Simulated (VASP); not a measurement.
Here is a VASP 6.6.1 calculation.

INCAR

```
SYSTEM = Mg12F
ALGO     = Normal         ! electronic algorithm
EDIFF    = 1E-7           ! SCF threshold, eV
ENCUT    = 520            ! plane-wave cutoff, eV
GGA      = PE             ! functional
ISIF     = 2              ! what is computed and relaxed
ISMEAR   = -1             ! smearing method
LASPH    = .True.         ! aspherical terms in the spheres
LCHARG   = .False.        ! write CHGCAR
LREAL    = .False.        ! projectors in reciprocal space
LWAVE    = .False.        ! write WAVECAR
NBANDS   = 28             ! bands
NELM     = 100            ! most SCF steps
PREC     = Accurate       ! precision mode
SIGMA    = 0.05           ! smearing width, eV
```

File KPOINTS:

```
k-points
0
Gamma
  3 2 3
  0 0 0
```

File POSCAR:

```
Mg12F
1.0
    6.4200000000      0.0000000000      0.0000000000
   -4.8150000000      8.3398250000      0.0000000000
    0.0000000000      0.0000000000      5.2130400000
Mg F
12 1
Direct
   -0.0252917397      0.0129858840     -0.0046997529
    0.1283091682      0.2036853291      0.4663689517
   -0.0016171137      0.3289757279     -0.0101092645
    0.2101244213      0.5718585222      0.5900779584
   -0.0009042801      0.7326053005      0.0496831024
    0.2541294888      0.9273336071      0.5287317957
    0.5115796805      0.0213793455      0.0727598484
    0.7062377911      0.2549214162      0.4632421773
    0.4697126167      0.3360861889     -0.0205446342
    0.6996200602      0.5482369234      0.5173564753
    0.5298587349      0.6987316880      0.0408398938
    0.6873828807      0.8836756167      0.5445191290
    0.1166365641      0.5384645361     -0.0546130473
```

Potentials or basis: VASP PAW PBE potentials, release 64 (Mg, F).

Launch:

```sh
$ cat potpaw_PBE.64/Mg/POTCAR potpaw_PBE.64/F/POTCAR > POTCAR
$ mpirun -np 1 vasp_std > vasp.out
```

Question: What does it give for the largest force?

Answer: 2.418 eV/Å.

Question: What does it give for the pressure?

Answer: 3.3 GPa.

Forces in eV/Å, atoms in the order of the input:
```
Mg   0.417  0.424  0.068
Mg   0.450  0.488  0.372
Mg  -0.032 -2.178  0.335
Mg  -0.002  0.093 -1.411
Mg   0.615 -0.668 -0.144
Mg  -0.825 -0.394  0.614
Mg   0.129 -0.070 -0.943
Mg  -0.178 -0.199  0.619
Mg   0.378 -0.057  0.030
Mg  -0.607  0.553 -0.008
Mg  -0.205 -0.310  0.280
Mg   0.110 -0.033 -0.326
F   -0.251  2.349  0.515
```

Caveat: the k points lie up to 0.40 Å⁻¹ apart, too coarse for converged energies and pressures of a metal; the atoms stand as in a frame of molecular dynamics; an odd number of electrons without spin polarisation forces a metal; a magnetic or distorted state may lie lower.
